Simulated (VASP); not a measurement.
Wanted: the native input for a VASP 6.6.1 run.

* Task: single point
* Functional: LDA
* Potentials or basis: VASP PAW LDA potentials, release 64 (W_sv)
* Cutoff: 520 eV
* k mesh: 14 × 14 × 14
* Occupations: fermi-dirac, width 0.03 eV
* Spin: no spin polarisation
* Dipole correction: no
* Further INCAR settings: ALGO = Normal; EDIFF = 1e-06; NBANDS = 13

The structure of W lies in POSCAR:

```
W
1.0
   -1.5757122185      1.5757122185      1.5757122185
    1.5757122185     -1.5757122185      1.5757122185
    1.5757122185      1.5757122185     -1.5757122185
W
1
Direct
    0.0000000000      0.0000000000      0.0000000000
```

This cell differs from its parent crystal: functional lda, volume scaled by 0.96.

These files were run (other wordings do the same):

INCAR

```
PREC = Accurate
ENCUT = 520
EDIFF = 1E-6
ISMEAR = -1
SIGMA = 0.03
LREAL = F
LASPH = T
NELM = 60
ALGO = Normal
ISIF = 2
LWAVE = F
LCHARG = T
LELF = T
LVHAR = T
NBANDS = 13
```

KPOINTS

```
regular mesh
0
Gamma
  14 14 14
```

Potentials or basis: VASP PAW LDA potentials, release 64 (W_sv).

The run is started by

```console
$ cat potpaw_LDA.64/W_sv/POTCAR > POTCAR
$ mpirun -np 1 vasp_std > vasp.out
```

Results of the run:

The pressure is -3.1 GPa. The band gap on the k mesh is zero (band 7 reaches 16.74 eV, above the bottom of band 8 at 10.22 eV).

Caveat: spin-orbit coupling is left out, which moves the levels of the heavy elements.

Wall time 8.9 s on 1 thread of Intel Xeon 6975P-C, on a shared host, peak memory 0.13 GiB.
